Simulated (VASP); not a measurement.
Rh, 2 atoms in the cell. Symmetry: P6_3/mmc, No. 194, hexagonal system. The conventional cell has a = 2.725 Å, b = 2.725 Å, c = 4.596 Å, α = 90.00°, β = 90.00°, γ = 120.00°. Within 3.6 Å of Rh (site symmetry -6m2) lie 12 Rh at 2.72 to 2.78 Å. This isn't the form of Rh at room conditions, which is fcc.

```yaml
Program: VASP 6.6.1
Task: single point
Functional: PBE
Potentials_or_basis: VASP PAW PBE potentials, release 64 (Rh_pv)
Cutoff: 520 eV
k_mesh: 18 × 18 × 10
Occupations: gaussian, width 0.15 eV
Spin: no spin polarisation
Dipole_correction: no
Further_INCAR_settings: ALGO = Fast; EDIFF = 1e-07; NBANDS = 22
```

Potentials or basis: VASP PAW PBE potentials, release 64 (Rh_pv).

Command:

```console
$ cat potpaw_PBE.64/Rh_pv/POTCAR > POTCAR
$ mpirun -np 1 vasp_std > vasp.out
```

Hardware: 1 thread of Intel(R) Xeon(R) 6975P-C (Granite Rapids), on a shared host.

Estimate the wall time of this run.

Wall time 59 s on 1 thread of Intel(R) Xeon(R) 6975P-C (Granite Rapids) (shared host), peak memory 0.22 GiB. Counts: scf iterations 16, k points 222.
